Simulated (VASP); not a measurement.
Here is a VASP 6.6.1 calculation.

File INCAR:

```
SYSTEM = Rh
ALGO     = Fast           ! electronic algorithm
EDIFF    = 1E-6           ! SCF threshold, eV
ENCUT    = 520            ! plane-wave cutoff, eV
GGA      = PE             ! functional
ISIF     = 2              ! what is computed and relaxed
ISMEAR   = 1              ! smearing method
LASPH    = .TRUE.         ! aspherical terms in the spheres
LCHARG   = .TRUE.         ! write CHGCAR
LELF     = .TRUE.         ! ELF
LREAL    = .FALSE.        ! projectors in reciprocal space
LVHAR    = .TRUE.       
LWAVE    = .FALSE.        ! write WAVECAR
NBANDS   = 14             ! bands
NELM     = 100            ! most SCF steps
PREC     = Accurate       ! precision mode
SIGMA    = 0.02           ! smearing width, eV
```

The input KPOINTS:

```
k-points
0
G
  22 22 22
  0 0 0
```

The input POSCAR:

```
Rh
1.0
    0.0000000000      1.9966275000      1.9015500000
    1.9966275000      0.0000000000      1.9015500000
    1.9966275000      1.9966275000      0.0000000000
Rh
1
Direct
    0.0000000000      0.0000000000      0.0000000000
```

Potentials or basis: VASP PAW PBE potentials, release 64 (Rh_pv).

Launch:

```sh
$ cat potpaw_PBE.64/Rh_pv/POTCAR > POTCAR
$ mpirun -np 1 vasp_std > vasp.out
```

Question: Estimate the pressure.

Answer: -15.9 GPa.

Stress tensor (GPa, compression positive):
```
-18.80   0.00   0.00
  0.00 -18.80   0.00
  0.00   0.00 -10.23
```

Caveat: the cell differs from its parent crystal (strain +0.050 along x and y, +0.000 along z).
